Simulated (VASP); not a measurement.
# Ru (Fm-3m) in VASP: a series of runs

Ru is run at these levels: r2SCAN; tasks: single point.

Program: VASP 6.6.1. These are calculated values, not measurements. Logs are shortened: lines on timing, memory, paths and dates and some standing lists are left out, and cuts for length are marked.

## 1. The cell of the first run

Symmetry: Fm-3m, No. 225, cubic system. The conventional cell has a = 3.791 Å, b = 3.791 Å, c = 3.791 Å, α = 90.00°, β = 90.00°, γ = 90.00°. Within 3.5 Å of Ru (site symmetry m-3m) lie 12 Ru at 2.68 Å.

This isn't the form of Ru at room conditions, which is hcp.

## 2. Single point, r2SCAN

POSCAR reads:

```
Ru
1.0
    0.0000000000      1.8956891339      1.8956891339
    1.8956891339      0.0000000000      1.8956891339
    1.8956891339      1.8956891339      0.0000000000
Ru
1
Direct
    0.0000000000      0.0000000000      0.0000000000
```

INCAR.step1 reads:

```
SYSTEM = Ru
PREC     = Accurate       ! precision mode
ENCUT    = 620            ! plane-wave cutoff, eV
ISMEAR   = 0              ! smearing method
SIGMA    = 0.1            ! smearing width, eV
LREAL    = .FALSE.        ! projectors in reciprocal space
LASPH    = .TRUE.         ! aspherical terms in the spheres
NELM     = 120            ! most SCF steps
NBANDS   = 14             ! bands
GGA      = PE             ! functional
ALGO     = Normal         ! electronic algorithm
EDIFF    = 1E-5           ! SCF threshold, eV
LWAVE    = .TRUE.         ! write WAVECAR
LCHARG   = .FALSE.        ! write CHGCAR
GGA_COMPAT= .FALSE.
```

INCAR.step2 reads:

```
SYSTEM = Ru
PREC     = Accurate       ! precision mode
ENCUT    = 620            ! plane-wave cutoff, eV
EDIFF    = 1E-6           ! SCF threshold, eV
ISMEAR   = 0              ! smearing method
SIGMA    = 0.1            ! smearing width, eV
LREAL    = .FALSE.        ! projectors in reciprocal space
LASPH    = .TRUE.         ! aspherical terms in the spheres
NELM     = 120            ! most SCF steps
ALGO     = Normal         ! electronic algorithm
ISIF     = 2              ! what is computed and relaxed
LWAVE    = .FALSE.        ! write WAVECAR
LCHARG   = .FALSE.        ! write CHGCAR
METAGGA  = R2SCAN         ! meta-GGA
LMIXTAU  = .TRUE.       
NBANDS   = 14             ! bands
ISTART   = 1            
GGA_COMPAT= .FALSE.
```

KPOINTS reads:

```
Automatic mesh
0
G
  8 8 8
  0 0 0
```

Potentials or basis: VASP PAW PBE potentials, release 64 (Ru_sv).

Run with:

```sh
$ cat potpaw_PBE.64/Ru_sv/POTCAR > POTCAR
$ cp INCAR.step1 INCAR
$ mpirun -np 1 vasp_std > vasp.out
$ cp INCAR.step2 INCAR
$ mpirun -np 1 vasp_std > vasp.out
```

OUTCAR:

```text
SYSTEM = Ru
   PREC = Accurate
   ENCUT = 620
   EDIFF = 1E-6
   ISMEAR = 0
   LREAL = .FALSE.
   LASPH = .TRUE.
   NELM = 120
   ISIF = 2
   METAGGA = R2SCAN
   ISTART = 1

 ion  position               nearest neighbor table
   1  0.000  0.000  0.000-

  LATTYP: Found a face centered cubic cell.
 ALAT       =     3.7913782678

  Lattice vectors:

 A1 = (   0.0000000000,   1.8956891339,   1.8956891339)
 A2 = (   1.8956891339,   0.0000000000,   1.8956891339)
 A3 = (   1.8956891339,   1.8956891339,   0.0000000000)

Analysis of symmetry for initial positions (statically):
=====================================================================
 Subroutine PRICEL returns:
 Original cell was already a primitive cell.

 Routine SETGRP: Setting up the symmetry group for a
 face centered cubic supercell.

 Subroutine GETGRP returns: Found 48 space group operations
 (whereof 48 operations were pure point group operations)
 out of a pool of 48 trial point group operations.

The static configuration has the point symmetry O_h .

Analysis of symmetry for dynamics (positions and initial velocities):
=====================================================================
 Subroutine PRICEL returns:
 Original cell was already a primitive cell.

 Routine SETGRP: Setting up the symmetry group for a
 face centered cubic supercell.

 Subroutine GETGRP returns: Found 48 space group operations
 (whereof 48 operations were pure point group operations)
 out of a pool of 48 trial point group operations.

The dynamic configuration has the point symmetry O_h .

 Subroutine INISYM returns: Found 48 space group operations
 (whereof 48 operations are pure point group operations),
 and found     1 'primitive' translations

----------------------------------------------------------------------------------------

                                     Primitive cell

  volume of cell :      13.6248

  direct lattice vectors                    reciprocal lattice vectors
     0.000000000  1.895689134  1.895689134    -0.263756325  0.263756325  0.263756325
     1.895689134  0.000000000  1.895689134     0.263756325 -0.263756325  0.263756325
     1.895689134  1.895689134  0.000000000     0.263756325  0.263756325 -0.263756325

  length of vectors
     2.680909283  2.680909283  2.680909283     0.456839356  0.456839356  0.456839356

  position of ions in fractional coordinates (direct lattice)
     0.000000000  0.000000000  0.000000000

  ion indices of the primitive-cell ions
   primitive index   ion index
                 1           1

----------------------------------------------------------------------------------------

 KPOINTS: Automatic mesh

Automatic generation of k-mesh.
 Grid dimensions read from file:
 generate k-points for:    8    8    8

 Generating k-lattice:

  Cartesian coordinates                     Fractional coordinates (reciprocal lattice)
    -0.032969541  0.032969541  0.032969541     0.125000000  0.000000000  0.000000000
     0.032969541 -0.032969541  0.032969541     0.000000000  0.125000000  0.000000000
     0.032969541  0.032969541 -0.032969541     0.000000000  0.000000000  0.125000000

  Length of vectors
     0.057104920  0.057104920  0.057104920

  Shift w.r.t. Gamma in fractional coordinates (k-lattice)
     0.000000000  0.000000000  0.000000000

 Subroutine IBZKPT returns following result:
 ===========================================

 Found     29 irreducible k-points:

 Following reciprocal coordinates:
            Coordinates               Weight
  0.000000  0.000000  0.000000      1.000000
  0.125000  0.000000  0.000000      8.000000
  0.250000  0.000000  0.000000      8.000000
  0.375000  0.000000  0.000000      8.000000
  0.500000  0.000000  0.000000      4.000000
  0.125000  0.125000  0.000000      6.000000
[... 16 lines left out ...]
  0.500000  0.250000  0.125000     48.000000
 -0.375000  0.250000  0.125000     24.000000
 [... further k-points ...]
   k-points           NKPTS =     29   k-points in BZ     NKDIM =     29   number of bands    NBANDS=     14
   number of dos      NEDOS =    301   number of ions     NIONS =      1
   total plane-waves  NPLWV =  13824
   dimension x,y,z NGX =    24 NGY =   24 NGZ =   24
   dimension x,y,z NGXF=    48 NGYF=   48 NGZF=   48
   ions per type =               1
   NGX,Y,Z   is equivalent  to a cutoff of  14.88, 14.88, 14.88 a.u.
   NGXF,Y,Z  is equivalent  to a cutoff of  29.77, 29.77, 29.77 a.u.
 SYSTEM =  Ru
   PREC   = accura    normal or accurate (medium, high low for compatibility)
   ISTART =      1    job   : 0-new  1-cont  2-samecut
   ICHARG =      0    charge: 1-file 2-atom 10-const
   ISPIN  =      1    spin polarized calculation?
   LNONCOLLINEAR =      F non collinear calculations
   LSORBIT =      F    spin-orbit coupling
   LASPH  =      T    aspherical Exc in radial PAW
   ENCUT  =  620.0 eV  45.57 Ry    6.75 a.u.   5.44  5.44  5.44*2*pi/ulx,y,z
   NELM   =    120;   NELMIN=  2; NELMDL=  0     # of ELM steps
   EDIFF  = 0.1E-05   stopping-criterion for ELM
   LREAL  =      F    real-space projection
[... 7 lines left out ...]
   TEBEG  =    0.0;   TEEND  =   0.0 temperature during run
   PSTRESS=    0.0 pullay stress
   NELECT =      16.0000    total number of electrons
   NUPDOWN=      -1.0000    fix difference up-down
   EMIN   =  10.00;   EMAX   =-10.00  energy-range for DOS
   EFERMI =   0.00;   METHOD = LEGACY
   ISMEAR =     0;   SIGMA  =   0.10  broadening in eV -4-tet -1-fermi 0-gaus
   EFERMI_NEDOS =   21; number of points for ismear=-14 and -15
   IALGO  =     38    algorithm
   IMIX   =      4    mixing-type and parameters
     AMIX     =   0.40;   BMIX     =  1.00
     AMIX_MAG =   1.60;   BMIX_MAG =  1.00
  volume/ion in A,a.u.               =      13.62        91.94
  Fermi-wavevector in a.u.,A,eV,Ry     =   1.727180  3.263898 40.588250  2.983152
  Thomas-Fermi vector in A             =   2.802352
   LORBIT       =      0    0 simple, 1 ext, 2 COOP (PROOUT), +10 PAW based schemes
   METAGGA = R2SCAN    functional components
   LHFCALC =     F    Hartree Fock is set to
   AEXX    =    0.0000 exact exchange contribution
   IVDW    =     0    specifies the selected vdW correction
   LEPSILON=     F    determine dielectric tensor
   LRPA    =     F    only Hartree local field effects (RPA)
 non-spin polarized calculation
 Gauss-broadening in eV      SIGMA  =   0.10
  energy-cutoff  :      620.00
  volume of cell :       13.62
 maximum number of plane-waves:       531
 NGX is ok and might be reduce to    24
   NGX = 11   NGY = 11   NGZ = 11

 number of electron      16.0000002 magnetization

 Free energy of the ion-electron system (eV)
  ---------------------------------------------------
  ext. energy  EPLUGINS =         0.00000000
  ---------------------------------------------------
  free energy    TOTEN  =       -25.38824128 eV

  energy without entropy =      -25.38457053  energy(sigma->0) =      -25.38640590

 E-fermi :  14.7551     XC(G=0): -15.5039

 val. band max:       14.7495511948   @ k =   0.0000   0.0000   0.0000
 cond. band min:      14.9236600204   @ k =   0.2500   0.0000   0.0000
 fundamental gap:      0.1741088255
 Fermi energy:        14.7551062388

 k-point     1 :       0.0000    0.0000    0.0000
  band No.  band energies     occupation
      1     -60.3161      2.00000
      2     -28.8730      2.00000
      3     -28.8730      2.00000
      4     -28.8730      2.00000
      5       6.6508      2.00000
      6      12.2206      2.00000
      7      12.2206      2.00000
      8      12.2206      2.00000
      9      14.7496      1.06262
     10      14.7496      1.06262
     11      30.4898      0.00000
     12      36.5238      0.00000
     13      36.5238      0.00000
     14      36.5238      0.00000

 k-point     2 :       0.1250    0.0000    0.0000
  band No.  band energies     occupation
      1     -60.2876      2.00000
      2     -29.0461      2.00000
      3     -28.8954      2.00000
      4     -28.8954      2.00000
      5       7.3163      2.00000
      6      11.9104      2.00000
      7      12.4753      2.00000
      8      12.4753      2.00000
      9      14.6125      1.95630
     10      14.6125      1.95630
     11      31.5456      0.00000
     12      34.0709      0.00000
     13      37.6081      0.00000
     14      37.6081      0.00000

 k-point     3 :       0.2500    0.0000    0.0000
  band No.  band energies     occupation
      1     -60.2185      2.00000
      2     -29.4540      2.00000
      3     -28.9493      2.00000
      4     -28.9493      2.00000
      5       8.5833      2.00000
      6      11.9588      2.00000
      7      12.6340      2.00000
      8      12.6340      2.00000
      9      14.9237      0.01714
     10      14.9237      0.01714
     11      30.7045      0.00000
     12      32.8795      0.00000
     13      40.3861      0.00000
     14      40.3861      0.00000
[... 324 lines left out ...]
 k-point    23 :       0.5000    0.2500    0.1250
  band No.  band energies     occupation
      1     -60.1108      2.00000
      2     -29.7627      2.00000
      3     -29.2857      2.00000
      4     -29.0848      2.00000
      5       9.9516      2.00000
      6      11.1025      2.00000
      7      11.7927      2.00000
      8      13.7984      2.00000
      9      15.7786      0.00000
     10      19.3212      0.00000
     11      27.9818      0.00000
     12      32.0161      0.00000
     13      33.5555      0.00000
     14      38.2719      0.00000

 k-point    24 :      -0.3750    0.2500    0.1250
  band No.  band energies     occupation
      1     -60.0874      2.00000
      2     -29.8538      2.00000
      3     -29.3250      2.00000
      4     -29.1201      2.00000
      5       9.8792      2.00000
      6      10.8147      2.00000
      7      12.6193      2.00000
      8      13.4542      2.00000
      9      16.4373      0.00000
     10      21.5173      0.00000
     11      24.9342      0.00000
     12      31.8402      0.00000
     13      33.1097      0.00000
     14      36.8279      0.00000

 [... further k-points ...]

------------------------ aborting loop because EDIFF is reached ----------------------------------------

  FORCE on cell =-STRESS in cart. coord.  units (eV):
  Direction    XX          YY          ZZ          XY          YZ          ZX
  --------------------------------------------------------------------------------------
  -------------------------------------------------------------------------------------
  Total       -0.2201118     -0.2201118     -0.2201118     -0.0000000     -0.0000000      0.0000000
  in kB      -25.8834761    -25.8834761    -25.8834761     -0.0000000     -0.0000000      0.0000000
  external PRESSURE =     -25.8834761 kB  Pullay stress =       0.0000000 kB

 VOLUME and BASIS-vectors are now :
 -----------------------------------------------------------------------------
  energy-cutoff  :      620.00
  volume of cell :       13.62
      direct lattice vectors                 reciprocal lattice vectors
     0.000000000  1.895689134  1.895689134    -0.263756325  0.263756325  0.263756325
     1.895689134  0.000000000  1.895689134     0.263756325 -0.263756325  0.263756325
     1.895689134  1.895689134  0.000000000     0.263756325  0.263756325 -0.263756325

 POSITION                                       TOTAL-FORCE (eV/Angst)
 -----------------------------------------------------------------------------------
      0.00000      0.00000      0.00000         0.000000      0.000000      0.000000
 -----------------------------------------------------------------------------------
    total drift:                               -0.000000      0.000000     -0.000000

  FREE ENERGIE OF THE ION-ELECTRON SYSTEM (eV)
  ---------------------------------------------------
  free  energy   TOTEN  =       -25.3882412818 eV

  energy  without entropy=      -25.3845705254  energy(sigma->0) =      -25.38640590
```

Wall time 17 s (1 thread of AMD EPYC 9R45 (Zen 5), shared host); peak memory 0.11 GiB.

Results:

```yaml
Free_energy: -25.3882 eV
Pressure: -2.6 GPa
Band_gap_on_the_k_mesh: zero (bands 8 and 9 overlap by 3.25 eV)
```

Caveat: the PAW data sets were made with another functional, which shifts forces and pressure a little.

## 3. Single point, r2SCAN

This run uses another cell than the first one, of 13.55 Å³/atom.

POSCAR reads:

```
Ru
1.0
    0.0000000000      1.8922865730      1.8922865730
    1.8922865730      0.0000000000      1.8922865730
    1.8922865730      1.8922865730      0.0000000000
Ru
1
Direct
    0.0000000000      0.0000000000      0.0000000000
```

INCAR.step1 reads:

```
SYSTEM = Ru
PREC = Accurate ; ENCUT = 620
ISMEAR = 0 ; SIGMA = 0.1
LREAL = .FALSE. ; LASPH = .TRUE.
NELM = 120 ; NBANDS = 14
GGA = PE ; ALGO = Normal
EDIFF = 1E-5 ; LWAVE = .TRUE.
LCHARG = .FALSE. ; GGA_COMPAT = .FALSE.
```

INCAR.step2 reads:

```
SYSTEM = Ru
PREC = Accurate ; ENCUT = 620
EDIFF = 1E-6 ; ISMEAR = 0
SIGMA = 0.1 ; LREAL = .FALSE.
LASPH = .TRUE. ; NELM = 120
ALGO = Normal ; ISIF = 2
LWAVE = .FALSE. ; LCHARG = .FALSE.
METAGGA = R2SCAN ; LMIXTAU = .TRUE.
NBANDS = 14 ; ISTART = 1
GGA_COMPAT = .FALSE.
```

KPOINTS reads:

```
Automatic mesh
0
G
  18 18 18
  0 0 0
```

Potentials or basis: VASP PAW PBE potentials, release 64 (Ru_sv).

Run with:

```sh
$ cat potpaw_PBE.64/Ru_sv/POTCAR > POTCAR
$ cp INCAR.step1 INCAR
$ mpirun -np 1 vasp_std > vasp.out
$ cp INCAR.step2 INCAR
$ mpirun -np 1 vasp_std > vasp.out
```

OUTCAR:

```text
SYSTEM = Ru
   PREC = Accurate
   ENCUT = 620
   EDIFF = 1E-6
   ISMEAR = 0
   LREAL = .FALSE.
   LASPH = .TRUE.
   NELM = 120
   ISIF = 2
   METAGGA = R2SCAN
   ISTART = 1

 ion  position               nearest neighbor table
   1  0.000  0.000  0.000-

  LATTYP: Found a face centered cubic cell.
 ALAT       =     3.7845731460

  Lattice vectors:

 A1 = (   0.0000000000,   1.8922865730,   1.8922865730)
 A2 = (   1.8922865730,   0.0000000000,   1.8922865730)
 A3 = (   1.8922865730,   1.8922865730,   0.0000000000)

Analysis of symmetry for initial positions (statically):
=====================================================================
 Subroutine PRICEL returns:
 Original cell was already a primitive cell.

 Routine SETGRP: Setting up the symmetry group for a
 face centered cubic supercell.

 Subroutine GETGRP returns: Found 48 space group operations
 (whereof 48 operations were pure point group operations)
 out of a pool of 48 trial point group operations.

The static configuration has the point symmetry O_h .

Analysis of symmetry for dynamics (positions and initial velocities):
=====================================================================
 Subroutine PRICEL returns:
 Original cell was already a primitive cell.
[... 171 lines left out ...]
      8      12.3049      2.00000
      9      14.8501      1.83630
     10      14.8501      1.83630
     11      30.5850      0.00000
     12      36.6562      0.00000
     13      36.6562      0.00000
     14      36.6562      0.00000
[... 377 lines left out ...]
      1     -60.1321      2.00000
      2     -29.3364      2.00000
      3     -28.8868      2.00000
      4     -28.8361      2.00000
      5       8.7162      2.00000
      6      11.8083      2.00000
      7      12.7449      2.00000
      8      12.8200      2.00000
      9      14.5786      2.00000
     10      15.4270      0.00000
     11      31.1946      0.00000
     12      33.1642      0.00000
     13      39.0735      0.00000
     14      40.8491      0.00000

 [... further k-points ...]

------------------------ aborting loop because EDIFF is reached ----------------------------------------

  FORCE on cell =-STRESS in cart. coord.  units (eV):
  Direction    XX          YY          ZZ          XY          YZ          ZX
  --------------------------------------------------------------------------------------
  -------------------------------------------------------------------------------------
  Total        0.0095402      0.0095402      0.0095402      0.0000000      0.0000000     -0.0000000
  in kB        1.1279189      1.1279189      1.1279189      0.0000000      0.0000000     -0.0000000
  external PRESSURE =       1.1279189 kB  Pullay stress =       0.0000000 kB

 VOLUME and BASIS-vectors are now :
 -----------------------------------------------------------------------------
  energy-cutoff  :      620.00
  volume of cell :       13.55
      direct lattice vectors                 reciprocal lattice vectors
     0.000000000  1.892286573  1.892286573    -0.264230591  0.264230591  0.264230591
     1.892286573  0.000000000  1.892286573     0.264230591 -0.264230591  0.264230591
     1.892286573  1.892286573  0.000000000     0.264230591  0.264230591 -0.264230591

 POSITION                                       TOTAL-FORCE (eV/Angst)
 -----------------------------------------------------------------------------------
      0.00000      0.00000      0.00000         0.000000      0.000000      0.000000
 -----------------------------------------------------------------------------------
    total drift:                               -0.000000      0.000000     -0.000000

  FREE ENERGIE OF THE ION-ELECTRON SYSTEM (eV)
  ---------------------------------------------------
  free  energy   TOTEN  =       -25.3518115261 eV

  energy  without entropy=      -25.3471076341  energy(sigma->0) =      -25.34945958
```

OUTCAR.step1:

```text
SYSTEM = Ru
   PREC = Accurate
   ENCUT = 620
   ISMEAR = 0
   LREAL = .FALSE.
   LASPH = .TRUE.
   NELM = 120
[... 625 lines left out ...]
 -----------------------------------------------------------------------------------
      0.00000      0.00000      0.00000        -0.000000     -0.000000     -0.000000
 -----------------------------------------------------------------------------------
    total drift:                                0.000000      0.000000      0.000000

  FREE ENERGIE OF THE ION-ELECTRON SYSTEM (eV)
  ---------------------------------------------------
  free  energy   TOTEN  =        -9.1655316007 eV

  energy  without entropy=       -9.1606585837  energy(sigma->0) =       -9.16309509
```

OSZICAR.step1:

```text
N       E                     dE             d eps       ncg     rms          rms(c)
DAV:   1     0.149441915457E+03    0.14944E+03   -0.10286E+04  5496   0.144E+03
DAV:   2    -0.701712984984E+01   -0.15646E+03   -0.14842E+03  6222   0.416E+02
DAV:   3    -0.977982436675E+01   -0.27627E+01   -0.27511E+01  6120   0.582E+01
DAV:   4    -0.979495327279E+01   -0.15129E-01   -0.15129E-01  6276   0.471E+00
DAV:   5    -0.979511999490E+01   -0.16672E-03   -0.16672E-03  6258   0.472E-01    0.186E+01
DAV:   6    -0.919397502743E+01    0.60114E+00   -0.97592E-01  5670   0.137E+01    0.368E+00
DAV:   7    -0.916799730990E+01    0.25978E-01   -0.44014E-02  6540   0.259E+00    0.821E-01
DAV:   8    -0.916549063628E+01    0.25067E-02   -0.38303E-03  5658   0.897E-01    0.950E-02
DAV:   9    -0.916552599736E+01   -0.35361E-04   -0.59753E-05  6624   0.106E-01    0.215E-02
DAV:  10    -0.916553160071E+01   -0.56033E-05   -0.52197E-06  3714   0.262E-02
   1 F= -.91655316E+01 E0= -.91630951E+01  d E =-.487302E-02
```

Wall time 1.9 min (1 thread of Intel Xeon Platinum 8175M at 2.50GHz (Skylake/Cascade Lake), shared host); peak memory 0.18 GiB.

Results:

* Free energy: -25.3518 eV
* Pressure: 0.1 GPa
* Band gap on the k mesh: zero (bands 8 and 9 overlap by 3.60 eV)

Caveat: the PAW data sets were made with another functional, which shifts forces and pressure a little.

The gap in the log of VASP goes by the Fermi energy; the results here count the filled bands.